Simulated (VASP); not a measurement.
CdO: single point with PBE

The system is CdO.

```
Cd O
1.0
     0.00000    2.40730    2.40730
     2.40730    0.00000    2.40730
     2.40730    2.40730    0.00000
Cd O
1 1
Direct
  0.00000 0.00000 0.00000
  0.50000 0.50000 0.50000
```

| Property | Result |
| --- | --- |
| Program | VASP 6.6.1 |
| Task | single point |
| Functional | PBE |
| Potentials or basis | VASP PAW PBE potentials, release 64 (Cd, O) |
| Cutoff | 600 eV |
| k mesh | 6 × 6 × 6 |
| Occupations | methfessel-paxton, width 0.012 eV |
| Spin | no spin polarisation |
| Dipole correction | no |
| Further INCAR settings | ALGO = Normal; EDIFF = 1e-06; NBANDS = 16 |

- Pressure: -2.6 GPa
- Band gap on the k mesh: zero (band 9 reaches 1.38 eV, above the bottom of band 10 at 0.82 eV)

Levels at points of the mesh, in eV from the Fermi level:
```tsv
k point	band 6	band 7	band 8	band 9	band 10	band 11	band 12	band 13
(0.00, 0.00, 0.00)	-6.34	-1.08	-1.08	-1.08	-0.56	14.86	16.53	16.53
(0.50, 0.00, 0.00)	-6.14	-3.63	-0.01	-0.01	4.40	6.80	11.58	11.58
(0.50, 0.50, 0.00)	-5.79	-3.83	-1.97	-1.97	3.58	8.24	10.96	12.74
```

Run time: 6.1 s on 1 thread of Intel(R) Xeon(R) 6975P-C (Granite Rapids) (shared host), peak memory 0.15 GiB.

Caveat: the k points lie up to 0.38 Å⁻¹ apart.
